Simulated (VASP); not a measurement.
Set up this calculation in VASP 6.6.1, as the native input.

```
Task                   : relaxation of cell and atoms
Functional             : PBE
Potentials or basis    : VASP PAW PBE potentials, release 64 (Pt)
Cutoff                 : 600 eV
k mesh                 : 17 × 17 × 9
Occupations            : fermi-dirac, width 0.05 eV
Spin                   : no spin polarisation
Dipole correction      : no
Further INCAR settings : ALGO = Normal; EDIFF = 1e-07; IBRION = 2; EDIFFG = -0.005; NSW = 45; ISIF = 3
```

The structure of Pt lies in POSCAR:

```
Pt
1.0
    2.7612459703      0.0000000000      0.0000000000
   -1.3806229852      2.3913091564      0.0000000000
    0.0000000000      0.0000000000      4.7710746733
Pt
2
Direct
    0.3333333333      0.6666666667      0.2500000000
    0.6666666667      0.3333333333      0.7500000000
```

These files were run (other wordings do the same):

INCAR

```
SYSTEM = Pt
PREC     = Accurate       ! precision mode
ENCUT    = 600            ! plane-wave cutoff, eV
EDIFF    = 1E-7           ! SCF threshold, eV
ISMEAR   = -1             ! smearing method
SIGMA    = 0.05           ! smearing width, eV
LREAL    = .False.        ! projectors in reciprocal space
LASPH    = .True.         ! aspherical terms in the spheres
NELM     = 100            ! most SCF steps
ALGO     = Normal         ! electronic algorithm
ISIF     = 3              ! what is computed and relaxed
LWAVE    = .False.        ! write WAVECAR
LCHARG   = .False.        ! write CHGCAR
GGA      = PE             ! functional
IBRION   = 2              ! ionic algorithm
NSW      = 45             ! ionic steps
EDIFFG   = -0.005         ! ionic threshold
```

KPOINTS

```
regular mesh
0
Gamma
  17 17 9
  0 0 0
```

Potentials or basis: VASP PAW PBE potentials, release 64 (Pt).

The run is started by

```console
$ cat potpaw_PBE.64/Pt/POTCAR > POTCAR
$ mpirun -np 1 vasp_std > vasp.out
```

It gave:

| Item | Value |
| --- | --- |
| Relaxed volume | 15.73 Å³/atom |
| Relaxed cell | a = 2.760 Å, b = 2.760 Å, c = 4.766 Å, α = 90.00°, β = 90.00°, γ = 120.00° |
| Space group after relaxing (to 0.05 Å) | P6_3/mmc (No. 194) |
| Energy gained by relaxing | 0.0 meV/atom |
| Ionic steps | 6 |
| Pressure after relaxing | 0.0 GPa |
| Band gap on the k mesh | zero (band 10 reaches 10.89 eV, above the bottom of band 11 at 9.69 eV) |

Caveat: spin-orbit coupling is left out, which moves the levels of the heavy elements.

Wall time 99 s on 1 thread of Intel Xeon 6975P-C, on a shared host, peak memory 0.22 GiB.
